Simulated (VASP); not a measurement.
A run of VASP 6.6.1 is set up as follows.

Contents of INCAR:

```
SYSTEM = Bi
ALGO = Fast ; EDIFF = 1E-7
ENCUT = 520 ; GGA = PE
ISIF = 2 ; ISMEAR = 0
IVDW = 12 ; LASPH = .TRUE.
LCHARG = .FALSE. ; LREAL = .FALSE.
LWAVE = .FALSE. ; NBANDS = 14
NELM = 80 ; PREC = Accurate
SIGMA = 0.15
```

File KPOINTS:

```
k-points
0
G
  16 16 16
  0 0 0
```

The input POSCAR:

```
Bi
1.0
   -1.8688435498      2.0158037241      1.9937596979
    1.8688435498     -2.0158037241      1.9937596979
    1.8688435498      2.0158037241     -1.9937596979
Bi
1
Direct
    0.0000000000      0.0000000000      0.0000000000
```

Potentials or basis: VASP PAW PBE potentials, release 64 (Bi_d).

Command:

```console
$ cat potpaw_PBE.64/Bi_d/POTCAR > POTCAR
$ mpirun -np 1 vasp_std > vasp.out
```

**Question.** Estimate the pressure.

**Answer.** 0.2 GPa.

**Question.** What does it give for the dispersion energy per atom?

**Answer.** -0.525 eV.

**Question.** What does it give for the band gap on the k mesh?

**Answer.** Zero (an odd number of electrons rules out a gap without spin polarisation).

Stress tensor (GPa, compression positive):
```
 0.95  0.00  0.00
 0.00 -0.26  0.00
 0.00  0.00 -0.10
```

Caveat: the cell differs from its parent crystal (strain +e along x and -e along y -0.0375, strain +e along z and -e/2 along x and y +0.0175); spin-orbit coupling is left out, which moves the levels of the heavy elements.
